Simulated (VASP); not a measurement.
## SrCl2: single point with LDA

The system is SrCl2.

```
Sr Cl
1.0
     0.00000    3.49708    3.49708
     3.49708    0.00000    3.49708
     3.49708    3.49708    0.00000
Sr Cl
1 2
Direct
  0.00000 0.00000 0.00000
  0.25000 0.25000 0.25000
  0.75000 0.75000 0.75000
```

| Item | Value |
| --- | --- |
| Program | VASP 6.6.1 |
| Task | single point |
| Functional | LDA |
| Potentials or basis | VASP PAW LDA potentials, release 64 (Sr_sv, Cl) |
| Cutoff | 520 eV |
| k mesh | 8 × 8 × 8 |
| Occupations | fermi-dirac, width 0.01 eV |
| Spin | no spin polarisation |

```yaml
Pressure: -3.0 GPa
Band_gap_on_the_k_mesh: 4.86 eV (least direct gap 5.15 eV)
```

Levels at points of the mesh, in eV from the valence-band top:
```csv
k point,band 9,band 10,band 11,band 12,band 13,band 14,band 15,band 16
"(0.00, 0.00, 0.00)",-2.17,-0.35,-0.35,-0.35,4.86,5.82,5.82,8.69
"(0.50, 0.00, 0.00)",-1.55,-1.36,-1.07,-1.07,6.43,6.43,7.27,7.43
"(0.50, 0.50, 0.00)",-1.91,-0.42,-0.42,0.00,5.15,6.79,7.33,7.82
```

Run time: 32 s on 1 thread of Intel(R) Xeon(R) Platinum 8488C (Sapphire Rapids) (shared host), peak memory 0.21 GiB.

A k mesh can miss the band edges.
